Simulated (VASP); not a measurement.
Here is a VASP 6.6.1 calculation.

The input INCAR:

```
PREC = Accurate
ENCUT = 520
EDIFF = 1E-6
ISMEAR = -1
SIGMA = 0.1
LREAL = False
LASPH = True
NELM = 60
ALGO = Normal
ISIF = 2
LWAVE = False
LCHARG = False
GGA = PE
NBANDS = 13
```

KPOINTS

```
regular mesh
0
Gamma
  15 15 15
```

File POSCAR:

```
Sn
1.0
   -1.8549170423      1.8549170423      1.8549170423
    1.8549170423     -1.8549170423      1.8549170423
    1.8549170423      1.8549170423     -1.8549170423
Sn
1
Direct
    0.0000000000      0.0000000000      0.0000000000
```

Potentials or basis: VASP PAW PBE potentials, release 64 (Sn_d).

Run with:

```sh
$ cat potpaw_PBE.64/Sn_d/POTCAR > POTCAR
$ mpirun -np 1 vasp_std > vasp.out
```

(1) What does it give for the band gap on the k mesh?

(2) What does it give for the pressure?

## Answers

(1) zero (bands 7 and 8 overlap by 11.24 eV).

(2) 4.4 GPa.

Caveat: the cell stands under pressure; spin-orbit coupling is left out, which moves the levels of the heavy elements.
